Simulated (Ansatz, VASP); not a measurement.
PbS: VASP beside Ansatz

```
CELL_PARAMETERS angstrom
0.00000 2.87890 2.87890
2.87890 0.00000 2.87890
2.87890 2.87890 0.00000
ATOMIC_POSITIONS crystal
Pb 0.00000 0.00000 0.00000
S 0.50000 0.50000 0.50000
```

Change from the starting cell: volume scaled by 0.88, LAPW.

Alike in both runs: task single point; functional PBE; k mesh 14 × 14 × 14; occupations fermi-dirac, width 0.1 eV; no spin polarisation.

|  | VASP | Ansatz |
| --- | --- | --- |
| version | VASP 6.6.1 | Ansatz 0.2.0 |
| potentials or method | VASP PAW PBE potentials, release 64 (Pb_d, S), cutoff 520 eV | all-electron LAPW, scalar-relativistic |

```csv
,VASP,Ansatz,Ansatz less VASP
pressure (GPa),8.8,8.9,+0.09
```

Ansatz ran all-electron here, and VASP with PAW potentials.

Spin-orbit coupling is off throughout.
